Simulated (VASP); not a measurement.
Here is a VASP 6.6.1 calculation.

File INCAR:

```
SYSTEM = MoW2
PREC = Accurate ; ENCUT = 600
EDIFF = 1E-6 ; ISMEAR = 0
SIGMA = 0.1 ; LREAL = .FALSE.
LASPH = .TRUE. ; NELM = 80
ALGO = Normal ; ISIF = 3
LWAVE = .FALSE. ; LCHARG = .FALSE.
GGA = PE ; IBRION = 2
NSW = 90 ; EDIFFG = -0.04
```

File KPOINTS:

```
regular mesh
0
G
  6 6 6
  0 0 0
```

The input POSCAR:

```
MoW2
1.0
    4.6302924600      0.0000000000      0.0000000000
   -2.3151462300      4.0099509000      0.0000000000
    0.0000000000      0.0000000000      2.8354634700
Mo W
1 2
Direct
    0.0000000000      0.0000000000      0.5000000000
    0.3333333300      0.6666666700      0.8333333300
    0.6666666700      0.3333333300      0.1666666700
```

Potentials or basis: VASP PAW PBE potentials, release 64 (Mo_sv, W_sv).

Run with:

```bash
$ cat potpaw_PBE.64/Mo_sv/POTCAR potpaw_PBE.64/W_sv/POTCAR > POTCAR
$ mpirun -np 1 vasp_std > vasp.out
```

Question: Estimate the relaxed volume.

Answer: 16.05 Å³/atom.

Question: Predict the relaxed cell.

Answer: a = 4.509 Å, b = 4.509 Å, c = 2.735 Å, α = 90.00°, β = 90.00°, γ = 120.00°.

Question: Estimate the band gap on the k mesh.

Answer: Zero (bands 21 and 22 overlap by 3.31 eV).

Stress tensor (GPa, compression positive):
```
-0.04  0.00  0.00
 0.00 -0.04  0.00
 0.00  0.00  0.10
```

Caveat: the k points lie up to 0.38 Å⁻¹ apart in the final cell, too coarse for converged energies and pressures of a metal; spin-orbit coupling is left out, which moves the levels of the heavy elements.
